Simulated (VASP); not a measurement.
Wanted: the native input for a VASP 6.6.1 run.

* Task: single point
* Functional: PBE0
* Potentials or basis: VASP PAW PBE potentials, release 64 (As)
* Cutoff: 520 eV
* k mesh: 6 × 6 × 6
* Occupations: fermi-dirac, width 0.05 eV
* Spin: no spin polarisation
* Dipole correction: no
* Grid for exact exchange (PRECFOCK): Normal
* Further INCAR settings: ALGO = Normal; EDIFF = 1e-07; NBANDS = 8

Crystal: As.

```
As
1.0
     2.70368    0.00000    0.00000
     0.00000    2.70368    0.00000
     0.00000    0.00000    2.70368
As
1
Direct
  0.50000 0.50000 0.50000
```

These files were run (other wordings do the same):

POSCAR

```
As
1.0
    2.7036817444      0.0000000000      0.0000000000
    0.0000000000      2.7036817444      0.0000000000
    0.0000000000      0.0000000000      2.7036817444
As
1
Direct
    0.5000000000      0.5000000000      0.5000000000
```

INCAR.step1

```
SYSTEM = As
ALGO = Normal
EDIFF = 1E-5
ENCUT = 520
GGA = PE
ISIF = 2
ISMEAR = -1
LASPH = .True.
LCHARG = .False.
LREAL = .False.
LWAVE = .True.
NBANDS = 8
NELM = 100
PREC = Accurate
SIGMA = 0.05
```

INCAR.step2

```
SYSTEM = As
AEXX = 0.25
ALGO = Normal
EDIFF = 1E-7
ENCUT = 520
GGA = PE
ISIF = 2
ISMEAR = -1
ISTART = 1
LASPH = .True.
LCHARG = .False.
LHFCALC = .True.
LREAL = .False.
LWAVE = .False.
NBANDS = 8
NELM = 100
PREC = Accurate
PRECFOCK = Normal
SIGMA = 0.05
```

KPOINTS

```
k-points
0
Gamma
  6 6 6
  0 0 0
```

Potentials or basis: VASP PAW PBE potentials, release 64 (As).

Command:

```console
$ cat potpaw_PBE.64/As/POTCAR > POTCAR
$ cp INCAR.step1 INCAR
$ mpirun -np 1 vasp_std > vasp.out
$ cp INCAR.step2 INCAR
$ mpirun -np 1 vasp_std > vasp.out
```

Results of the run:

The pressure is -2.2 GPa.

Caveat: the k points lie up to 0.39 Å⁻¹ apart; the PAW data sets were made with another functional, which shifts forces and pressure a little.

Run time: 79 s on 1 thread of Intel(R) Xeon(R) 6975P-C (Granite Rapids) (shared host), peak memory 0.13 GiB.
